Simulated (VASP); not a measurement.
# Al3B2P (P-3m1) in VASP: a series of runs

The runs below take Al3B2P through single point, relaxation of cell and atoms, with PBE.

Program: VASP 6.6.1. These are calculated values, not measurements. Logs are shortened: lines on timing, memory, paths and dates and some standing lists are left out, and cuts for length are marked.

## Step 1: The cell of the first run

Symmetry: P-3m1, No. 164, trigonal system. The conventional cell has a = 3.362 Å, b = 3.362 Å, c = 7.943 Å, α = 90.00°, β = 90.00°, γ = 120.00°. Al (site symmetry 3m) has 3 B at 2.26 Å and 3 P at 2.57 Å and 3 Al at 2.99 Å within 3.0 Å. Al (site symmetry -3m) has 6 B at 2.24 Å and 6 Al at 2.99 Å within 3.0 Å. Within 3.0 Å of B (site symmetry 3m) lie 6 Al at 2.24 to 2.26 Å and 3 B at 2.96 Å. Within 3.4 Å of P (site symmetry -3m) lie 6 Al at 2.57 Å and 6 P at 3.36 Å.

## Step 2: Single point, PBE

The input, INCAR:

```
SYSTEM = Al3B2P
  ALGO = Normal
  EDIFF = 1E-6
  ENCUT = 520
  GGA = PE
  ISIF = 2
  ISMEAR = 0
  LASPH = .True.
  LCHARG = .False.
  LREAL = .False.
  LWAVE = .False.
  NBANDS = 19
  NELM = 100
  PREC = Accurate
  SIGMA = 0.1
```

The input, KPOINTS:

```
k-points
0
Gamma
  6 6 2
  0 0 0
```

The input, POSCAR:

```
Al3B2P
1.0
    3.3620364416      0.0000000000      0.0000000000
   -1.6810182208      2.9116089669      0.0000000000
    0.0000000000      0.0000000000      7.9428058627
Al B P
3 2 1
Direct
    0.3333333333      0.6666666667      0.2128715880
    0.6666666667      0.3333333333      0.7871284120
    0.0000000000      0.0000000000      0.5000000000
    0.3333333333      0.6666666667      0.6405162737
    0.6666666667      0.3333333333      0.3594837263
    0.0000000000      0.0000000000      0.0000000000
```

Potentials or basis: VASP PAW PBE potentials, release 64 (Al, B, P).

Run with:

```
> cat potpaw_PBE.64/Al/POTCAR potpaw_PBE.64/B/POTCAR potpaw_PBE.64/P/POTCAR > POTCAR
> mpirun -np 1 vasp_std > vasp.out
```

OUTCAR:

```text
SYSTEM = Al3B2P
   EDIFF = 1E-6
   ENCUT = 520
   GGA = PE
   ISIF = 2
   ISMEAR = 0
   LASPH = .True.
   LREAL = .False.
   NELM = 100
   PREC = Accurate

 ion  position               nearest neighbor table
   1  0.333  0.667  0.213-   5 2.26   5 2.26   5 2.26   6 2.57   6 2.57   6 2.57   3 2.99   3 2.99
                             3 2.99
   2  0.667  0.333  0.787-   4 2.26   4 2.26   4 2.26   6 2.57   6 2.57   6 2.57   3 2.99   3 2.99
                             3 2.99
   3  0.000  0.000  0.500-   4 2.24   5 2.24   5 2.24   4 2.24   5 2.24   4 2.24   1 2.99   2 2.99
                             1 2.99   2 2.99   2 2.99   1 2.99
   4  0.333  0.667  0.641-   3 2.24   3 2.24   3 2.24   2 2.26   2 2.26   2 2.26
   5  0.667  0.333  0.359-   3 2.24   3 2.24   3 2.24   1 2.26   1 2.26   1 2.26
   6  0.000  0.000  0.000-   1 2.57   2 2.57   2 2.57   1 2.57   2 2.57   1 2.57

  LATTYP: Found a hexagonal cell.
 ALAT       =     3.3620364416
 C/A-ratio  =     2.3624984442

  Lattice vectors:

 A1 = (   3.3620364416,   0.0000000000,   0.0000000000)
 A2 = (  -1.6810182208,   2.9116089669,   0.0000000000)
 A3 = (   0.0000000000,   0.0000000000,   7.9428058627)

Analysis of symmetry for initial positions (statically):
=====================================================================
 Subroutine PRICEL returns:
 Original cell was already a primitive cell.

 Routine SETGRP: Setting up the symmetry group for a
 hexagonal supercell.

 Subroutine GETGRP returns: Found 12 space group operations
 (whereof 12 operations were pure point group operations)
 out of a pool of 24 trial point group operations.

The static configuration has the point symmetry D_3d.

Analysis of symmetry for dynamics (positions and initial velocities):
=====================================================================
 Subroutine PRICEL returns:
 Original cell was already a primitive cell.

 Routine SETGRP: Setting up the symmetry group for a
 hexagonal supercell.

 Subroutine GETGRP returns: Found 12 space group operations
 (whereof 12 operations were pure point group operations)
 out of a pool of 24 trial point group operations.

The dynamic configuration has the point symmetry D_3d.

 Subroutine INISYM returns: Found 12 space group operations
 (whereof 12 operations are pure point group operations),
 and found     1 'primitive' translations

----------------------------------------------------------------------------------------

                                     Primitive cell

  volume of cell :      77.7516

  direct lattice vectors                    reciprocal lattice vectors
     3.362036442  0.000000000  0.000000000     0.297438775  0.171726357  0.000000000
    -1.681018221  2.911608967  0.000000000     0.000000000  0.343452713  0.000000000
     0.000000000  0.000000000  7.942805863     0.000000000  0.000000000  0.125900093

  length of vectors
     3.362036442  3.362036442  7.942805863     0.343452713  0.343452713  0.125900093

  position of ions in fractional coordinates (direct lattice)
     0.333333333  0.666666667  0.212871588
     0.666666667  0.333333333  0.787128412
     0.000000000  0.000000000  0.500000000
     0.333333333  0.666666667  0.640516274
     0.666666667  0.333333333  0.359483726
     0.000000000  0.000000000  0.000000000

  ion indices of the primitive-cell ions
   primitive index   ion index
                 1           1
                 2           2
                 3           3
                 4           4
                 5           5
                 6           6

----------------------------------------------------------------------------------------

 KPOINTS: k-points

Automatic generation of k-mesh.
 Grid dimensions read from file:
 generate k-points for:    6    6    2

 Generating k-lattice:

  Cartesian coordinates                     Fractional coordinates (reciprocal lattice)
     0.049573129  0.028621059  0.000000000     0.166666667  0.000000000  0.000000000
     0.000000000  0.057242119  0.000000000     0.000000000  0.166666667  0.000000000
     0.000000000  0.000000000  0.062950047     0.000000000  0.000000000  0.500000000

  Length of vectors
     0.057242119  0.057242119  0.062950047

  Shift w.r.t. Gamma in fractional coordinates (k-lattice)
     0.000000000  0.000000000  0.000000000

 Subroutine IBZKPT returns following result:
 ===========================================

 Found     14 irreducible k-points:

 Following reciprocal coordinates:
            Coordinates               Weight
  0.000000  0.000000  0.000000      1.000000
  0.166667  0.000000  0.000000      6.000000
  0.333333  0.000000  0.000000      6.000000
  0.500000  0.000000  0.000000      3.000000
  0.166667  0.166667  0.000000      6.000000
  0.333333  0.166667  0.000000     12.000000
  0.333333  0.333333  0.000000      2.000000
  0.000000  0.000000  0.500000      1.000000
  0.166667  0.000000  0.500000      6.000000
  0.333333  0.000000  0.500000      6.000000
  0.500000  0.000000  0.500000      3.000000
  0.166667  0.166667  0.500000      6.000000
  0.333333  0.166667  0.500000     12.000000
  0.333333  0.333333  0.500000      2.000000
   k-points           NKPTS =     14   k-points in BZ     NKDIM =     14   number of bands    NBANDS=     19
   number of dos      NEDOS =    301   number of ions     NIONS =      6
   total plane-waves  NPLWV =  47040
   dimension x,y,z NGX =    28 NGY =   28 NGZ =   60
   dimension x,y,z NGXF=    56 NGYF=   56 NGZF=  120
   ions per type =               3   2   1
   NGX,Y,Z   is equivalent  to a cutoff of  13.85, 13.85, 12.56 a.u.
   NGXF,Y,Z  is equivalent  to a cutoff of  27.69, 27.69, 25.12 a.u.
 SYSTEM =  Al3B2P
   PREC   = accura    normal or accurate (medium, high low for compatibility)
   ISTART =      0    job   : 0-new  1-cont  2-samecut
   ICHARG =      2    charge: 1-file 2-atom 10-const
   ISPIN  =      1    spin polarized calculation?
   LNONCOLLINEAR =      F non collinear calculations
   LSORBIT =      F    spin-orbit coupling
   LASPH  =      T    aspherical Exc in radial PAW
   ENCUT  =  520.0 eV  38.22 Ry    6.18 a.u.   6.25  6.25 14.77*2*pi/ulx,y,z
   NELM   =    100;   NELMIN=  2; NELMDL= -5     # of ELM steps
   EDIFF  = 0.1E-05   stopping-criterion for ELM
   LREAL  =      F    real-space projection
   EDIFFG = 0.1E-04   stopping-criterion for IOM
   NSW    =      0    number of steps for IOM
   IBRION =     -1    ionic relax: 0-MD 1-quasi-New 2-CG
   NFREE  =      0    steps in history (QN), initial steepest desc. (CG)
   ISIF   =      2    stress and relaxation
   ISYM   =      2    0-nonsym 1-usesym 2-fastsym
   POTIM  = 0.5000    time-step for ionic-motion
   TEBEG  =    0.0;   TEEND  =   0.0 temperature during run
   PSTRESS=    0.0 pullay stress
   NELECT =      20.0000    total number of electrons
   NUPDOWN=      -1.0000    fix difference up-down
   EMIN   =  10.00;   EMAX   =-10.00  energy-range for DOS
   EFERMI =   0.00;   METHOD = LEGACY
   ISMEAR =     0;   SIGMA  =   0.10  broadening in eV -4-tet -1-fermi 0-gaus
   EFERMI_NEDOS =   21; number of points for ismear=-14 and -15
   IALGO  =     38    algorithm
   IMIX   =      4    mixing-type and parameters
     AMIX     =   0.40;   BMIX     =  1.00
     AMIX_MAG =   1.60;   BMIX_MAG =  1.00
  volume/ion in A,a.u.               =      12.96        87.45
  Fermi-wavevector in a.u.,A,eV,Ry     =   1.041154  1.967496 14.748741  1.084002
  Thomas-Fermi vector in A             =   2.175762
   LORBIT       =      0    0 simple, 1 ext, 2 COOP (PROOUT), +10 PAW based schemes
   GGA     = PE    functional components
   LHFCALC =     F    Hartree Fock is set to
   AEXX    =    0.0000 exact exchange contribution
   IVDW    =     0    specifies the selected vdW correction
   LEPSILON=     F    determine dielectric tensor
   LRPA    =     F    only Hartree local field effects (RPA)
 non-spin polarized calculation
 Gauss-broadening in eV      SIGMA  =   0.10
  energy-cutoff  :      520.00
  volume of cell :       77.75
 maximum number of plane-waves:      2118
 NGX is ok and might be reduce to    28
   NGX = 13   NGY = 13   NGZ = 29

 number of electron      19.9999999 magnetization

 Free energy of the ion-electron system (eV)
  ---------------------------------------------------
  ext. energy  EPLUGINS =         0.00000000
  ---------------------------------------------------
  free energy    TOTEN  =       -28.20088873 eV

  energy without entropy =      -28.18547146  energy(sigma->0) =      -28.19318009

 E-fermi :   7.4264     XC(G=0): -10.7487

 val. band max:        7.3793924990   @ k =   0.3333   0.0000   0.0000
 cond. band min:       7.4543835695   @ k =   0.1667   0.1667   0.5000
 fundamental gap:      0.0749910705
 Fermi energy:         7.4263909034

 k-point     1 :       0.0000    0.0000    0.0000
  band No.  band energies     occupation
      1      -5.4531      2.00000
      2      -3.6109      2.00000
      3      -2.4210      2.00000
      4       3.2191      2.00000
      5       3.5130      2.00000
      6       8.1411      0.00000
[... 11 lines left out ...]
     18      13.5968      0.00000
     19      14.6213      0.00000

 k-point     2 :       0.1667    0.0000    0.0000
  band No.  band energies     occupation
      1      -5.0288      2.00000
      2      -3.1983      2.00000
      3      -1.9862      2.00000
      4       3.5459      2.00000
      5       3.8229      2.00000
      6       5.5933      2.00000
[... 11 lines left out ...]
     18      15.0173      0.00000
     19      15.2817      0.00000

 k-point     3 :       0.3333    0.0000    0.0000
  band No.  band energies     occupation
      1      -3.8251      2.00000
      2      -2.0258      2.00000
      3      -0.7088      2.00000
      4       2.0629      2.00000
      5       3.3025      2.00000
      6       3.9942      2.00000
[... 214 lines left out ...]
      1      -2.7383      2.00000
      2      -1.3535      2.00000
      3       0.6381      2.00000
      4       1.3051      2.00000
      5       2.5838      2.00000
      6       3.3256      2.00000
[... 11 lines left out ...]
     18      14.8441      0.00000
     19      15.3279      0.00000

 k-point    14 :       0.3333    0.3333    0.5000
  band No.  band energies     occupation
      1      -2.0953      2.00000
      2       0.3973      2.00000
      3       0.3973      2.00000
      4       1.3687      2.00000
      5       1.6758      2.00000
      6       1.6758      2.00000
[... 11 lines left out ...]
     18      15.4364      0.00000
     19      16.6418      0.00000

------------------------ aborting loop because EDIFF is reached ----------------------------------------

  FORCE on cell =-STRESS in cart. coord.  units (eV):
  Direction    XX          YY          ZZ          XY          YZ          ZX
  --------------------------------------------------------------------------------------
  -------------------------------------------------------------------------------------
  Total       -0.0829398     -0.0829398     -0.0258633      0.0000000      0.0000000      0.0000000
  in kB       -1.7090862     -1.7090862     -0.5329484      0.0000000      0.0000000      0.0000000
  external PRESSURE =      -1.3170403 kB  Pullay stress =       0.0000000 kB

 VOLUME and BASIS-vectors are now :
 -----------------------------------------------------------------------------
  energy-cutoff  :      520.00
  volume of cell :       77.75
      direct lattice vectors                 reciprocal lattice vectors
     3.362036442  0.000000000  0.000000000     0.297438775  0.171726357  0.000000000
    -1.681018221  2.911608967  0.000000000     0.000000000  0.343452713  0.000000000
     0.000000000  0.000000000  7.942805863     0.000000000  0.000000000  0.125900093

 POSITION                                       TOTAL-FORCE (eV/Angst)
 -----------------------------------------------------------------------------------
     -0.00000      1.94107      1.69080         0.000000     -0.000000     -0.001137
      1.68102      0.97054      6.25201        -0.000000      0.000000      0.001137
      0.00000      0.00000      3.97140         0.000000      0.000000      0.000000
     -0.00000      1.94107      5.08750         0.000000      0.000000     -0.001774
      1.68102      0.97054      2.85531         0.000000     -0.000000      0.001774
      0.00000      0.00000      0.00000         0.000000      0.000000      0.000000
 -----------------------------------------------------------------------------------
    total drift:                                0.000000     -0.000000      0.000000

  FREE ENERGIE OF THE ION-ELECTRON SYSTEM (eV)
  ---------------------------------------------------
  free  energy   TOTEN  =       -28.2008887263 eV

  energy  without entropy=      -28.1854714593  energy(sigma->0) =      -28.19318009
```

Wall time 13 s (1 thread of Intel Xeon Platinum 8559C (Emerald Rapids), shared host); peak memory 0.2 GiB.

What came out:

| Item | Value |
| --- | --- |
| Free energy | -28.2009 eV |
| Pressure | -0.1 GPa |
| Band gap on the k mesh | zero (band 10 reaches 9.13 eV, above the bottom of band 11 at 6.14 eV) |

Levels at points of the mesh, in eV from the Fermi level:
```csv
k point,band 8,band 9,band 10,band 11,band 12,band 13
"(0.00, 0.00, 0.00)",0.90,0.90,1.70,1.70,2.81,5.48
"(0.50, 0.00, 0.00)",-1.59,-0.64,-0.38,-0.23,0.13,0.62
"(0.00, 0.00, 0.50)",0.79,1.15,1.15,1.48,1.48,5.18
"(0.50, 0.00, 0.50)",-2.61,-1.61,-1.20,0.94,1.46,1.57
```

Caveat: the k points lie up to 0.40 Å⁻¹ apart.

## Step 3: Single point, PBE

This run uses another cell than the first one, of 14.06 Å³/atom, 1.085 times its volume.

The input, INCAR:

```
SYSTEM = Al3B2P
PREC = Accurate ; ENCUT = 520
EDIFF = 1E-6 ; ISMEAR = 0
SIGMA = 0.1 ; LREAL = .False.
LASPH = .True. ; NELM = 60
ALGO = Normal ; ISIF = 2
LWAVE = .False. ; LCHARG = .False.
GGA = PE ; NBANDS = 19
```

The input, KPOINTS:

```
Automatic mesh
0
Gamma
  6 6 2
  0 0 0
```

The input, POSCAR:

```
Al3B2P
1.0
    3.4229191800      0.0000000000      0.0000000000
   -1.7114595900      2.9643349700      0.0000000000
    0.0000000000      0.0000000000      8.3116889500
Al B P
3 2 1
Direct
    0.3333333300      0.6666666700      0.1539180000
    0.6666666700      0.3333333300      0.8460820000
    0.0000000000      0.0000000000      0.5000000000
    0.3333333300      0.6666666700      0.6735060200
    0.6666666700      0.3333333300      0.3264939800
    0.0000000000      0.0000000000      0.0000000000
```

Potentials or basis: VASP PAW PBE potentials, release 64 (Al, B, P).

Run with:

```
> cat potpaw_PBE.64/Al/POTCAR potpaw_PBE.64/B/POTCAR potpaw_PBE.64/P/POTCAR > POTCAR
> mpirun -np 1 vasp_std > vasp.out
```

It took 14 s on 1 thread of Intel Xeon Platinum 8559C (Emerald Rapids), shared host; peak memory 0.21 GiB.

The run converged. Its results:

```yaml
Free_energy: -26.7304 eV
Pressure: -1.2 GPa
Largest_force: 3.071 eV/Å
Band_gap_on_the_k_mesh: zero (band 10 reaches 8.71 eV, above the bottom of band 11 at 5.20 eV)
```

Forces on the atoms (eV/Å):
```
Al   0.000  0.000  3.071
Al   0.000  0.000 -3.071
Al   0.000  0.000  0.000
B    0.000  0.000 -0.469
B    0.000  0.000  0.469
P    0.000  0.000  0.000
```

Stress tensor (GPa, compression positive):
```
-1.90  0.00  0.00
 0.00 -1.90  0.00
 0.00  0.00  0.12
```

Levels at points of the mesh, in eV from the Fermi level:
```csv
k point,band 7,band 8,band 9,band 10,band 11,band 12
"(0.00, 0.00, 0.00)",-1.11,1.62,1.62,1.65,2.14,2.14
"(0.50, 0.00, 0.00)",-3.14,-1.84,-0.97,-0.73,-0.26,0.09
"(0.00, 0.00, 0.50)",-0.91,-0.46,1.84,1.84,1.87,1.87
"(0.50, 0.00, 0.50)",-3.76,-3.13,-2.84,-0.35,0.21,0.93
```

Caveat: the k points lie up to 0.38 Å⁻¹ apart; forces of over 1 eV/Å act on the atoms, so gaps and moduli don't describe the material at rest.

[end of part 1 of 2]
